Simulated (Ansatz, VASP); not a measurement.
Two plane-wave programs on SrHg3O4

```
Sr Hg O
1.0
     4.99114    0.00000    0.00000
     0.00000    4.99114    0.00000
     0.00000    0.00000    4.99114
Sr Hg O
1 3 4
Cartesian
  0.0000 0.0000 0.0000
  0.0000 2.4956 2.4956
  2.4956 0.0000 2.4956
  2.4956 2.4956 0.0000
  2.4956 0.0000 0.0000
  2.4956 2.4956 2.4956
  0.0000 0.0000 2.4956
  0.0000 2.4956 0.0000
```

Change from the starting cell: species swapped into the Mg3VO4 type (Pm-3m, No. 221).

Alike in both runs: functional PBE; k mesh 8 × 8 × 8; occupations gaussian, width 0.1 eV; no spin polarisation.

Ansatz relaxed the structure, and its values are those at the end. VASP's run is a single point on that final structure, the one shown.

```csv
,VASP,Ansatz
version,VASP 6.6.1,Ansatz 0.2.0
potentials or method,"VASP PAW PBE potentials, release 64 (Sr_sv, Hg, O), cutoff 520 eV","scalar-relativistic, plane waves, PAW"
valence electrons in the cell,70,94
```

Ansatz gave:

```
gap on the k mesh at the Fermi level (eV) : none
pressure (GPa)                            : 0.0
```

Problem. Which values does VASP return?

Solution. gap on the k mesh at the Fermi level (eV): none; pressure (GPa): 0.7.

A gap of «none» marks a metal or a gap that the smearing closes. VASP's potentials hold 70 valence electrons a cell and Ansatz's 94, so a difference there can come from the potentials and not from the codes.

Spin-orbit coupling is off throughout.
